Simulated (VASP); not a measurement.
Runs of VASP 6.6.1 on Hf. The structure is that of space group Cmcm (No. 63), or close to it. The cells are those of the table. 

```tsv
task	cell	k mesh	cutoff (eV)	gap on the mesh (eV)	pressure (GPa)	largest force (eV/Å)
single point	a = 5.302, b = 5.302, c = 3.079 Å, angles 90.0, 90.0, 146.6°, 2 atoms	6 × 6 × 6	520	none	-0.4	(a)
relaxation of cell and atoms	relaxed from a = 4.624, b = 4.624, c = 3.396 Å, angles 90.0, 90.0, 140.7°, 2 atoms	6 × 6 × 6	600	none	0.0	0.02
single point	a = 4.624, b = 4.624, c = 3.396 Å, angles 90.0, 90.0, 140.7°, 2 atoms	6 × 6 × 6	520	none	2.1	1.13
single point	a = 5.289, b = 5.289, c = 3.083 Å, angles 90.0, 90.0, 146.5°, 2 atoms	18 × 18 × 18	520	none	-0.4	0.04
```

Alike in all rows: level PBE; potentials or basis VASP PAW PBE potentials, release 64 (Hf_pv); no spin polarisation; smearing gaussian 0.1 eV.

Estimate the missing entries.

(a) 0.05.

Caveats: spin-orbit coupling is left out, which moves the levels of the heavy elements; forces of over 1 eV/Å act on the atoms, so gaps and moduli don't describe the material at rest (some runs).

A k mesh can miss the band edges, and the runs leave out spin-orbit coupling on Hf.

A gap of «none» marks levels without a gap at the run's occupations.
